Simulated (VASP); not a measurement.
Runs of VASP 6.6.1 on Al. The structure is that of space group Im-3m (No. 229), or close to it. The cells are those of the table. 

```tsv
task	level	cell	k mesh	cutoff (eV)	grid for exact exchange (PRECFOCK)	gap on the mesh (eV)	pressure (GPa)
single point	r2SCAN	a = 2.726 Å, angles 109.5°, 1 atom	16 × 16 × 16	520	-	none	3.0
single point	r2SCAN	a = 2.763 Å, angles 109.5°, 1 atom	23 × 23 × 23	520	-	none	-0.5
single point	r2SCAN	a = 2.763 Å, angles 109.5°, 1 atom	14 × 14 × 14	520	-	none	(d)
single point	r2SCAN	a = 2.835 Å, angles 109.5°, 1 atom	16 × 16 × 16	520	-	none	-5.7
single point	r2SCAN	a = 2.688 Å, angles 109.5°, 1 atom	16 × 16 × 16	520	-	none	7.5
single point	r2SCAN	a = 2.800 Å, angles 109.5°, 1 atom	16 × 16 × 16	520	-	none	-3.4
single point	r2SCAN	a = 2.763 Å, angles 109.5°, 1 atom	7 × 7 × 7	550	-	none	(c)
single point	r2SCAN	a = 2.870 Å, angles 109.5°, 1 atom	16 × 16 × 16	520	-	none	(b)
single point	r2SCAN	a = 2.763 Å, angles 109.5°, 1 atom	16 × 16 × 16	520	-	none	-0.6
single point	r2SCAN	a = 2.648 Å, angles 109.5°, 1 atom	16 × 16 × 16	520	-	none	(a)
single point	r2SCAN0	a = 2.763 Å, angles 109.5°, 1 atom	7 × 7 × 7	440	Normal	none	-0.2
relaxation of cell and atoms	r2SCAN	relaxed from a = 2.784 Å, angles 109.5°, 1 atom	14 × 14 × 14	600	-	none	-0.1
```

Alike in all rows: potentials or basis VASP PAW PBE potentials, release 64 (Al); no spin polarisation; smearing fermi-dirac 0.1 eV.

**Question.** Fill in the values left out.

**Answer.** (a) 13.0; (b) -7.6; (c) -1.2; (d) -0.3.

Caveats: some runs use coarse meshes; the PAW data sets were made with another functional, which shifts forces and pressure a little.

A gap of «none» marks levels without a gap at the run's occupations.
